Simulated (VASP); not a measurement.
**GaAs: single point with r2SCAN**

The system is GaAs.

```
Ga As
1.0
     0.00000    2.74809    2.74809
     2.74809    0.00000    2.74809
     2.74809    2.74809    0.00000
Ga As
1 1
Direct
  0.00000 0.00000 0.00000
  0.25000 0.25000 0.25000
```

This cell differs from its parent crystal: strain -3.0%.

```json
{"Program": "VASP 6.6.1", "Task": "single point", "Functional": "r2SCAN", "Potentials or basis": "VASP PAW PBE potentials, release 64 (Ga_d, As)", "Cutoff": "520 eV", "k mesh": "8 × 8 × 8", "Occupations": "gaussian, width 0.01 eV", "Spin": "no spin polarisation", "Dipole correction": "no", "Further INCAR settings": "ALGO = Normal; EDIFF = 1e-06; NBANDS = 16"}
```

| Quantity | Value |
| --- | --- |
| Pressure | 8.3 GPa |
| Band gap on the k mesh | 1.59 eV, indirect (least direct gap 1.70 eV) |

Levels at points of the mesh, in eV from the valence-band top:
```tsv
k point	band 5	band 6	band 7	band 8	band 9	band 10	band 11	band 12	band 13	band 14
(0.00, 0.00, 0.00)	-15.29	-13.88	0.00	0.00	0.00	1.70	4.05	4.05	4.05	8.56
(0.50, 0.00, 0.00)	-15.29	-11.74	-7.33	-1.33	-1.33	1.63	5.00	5.00	8.39	11.84
(0.50, 0.50, 0.00)	-15.28	-10.84	-7.43	-3.10	-3.10	1.59	1.89	11.58	11.58	12.62
```

Wall time 47 s on 1 thread of Intel(R) Xeon(R) 6975P-C (Granite Rapids), on a shared host, peak memory 0.18 GiB.

Caveat: the cell differs from its parent crystal (strain -3.0%); the PAW data sets were made with another functional, which shifts forces and pressure a little. A k mesh can miss the band edges.
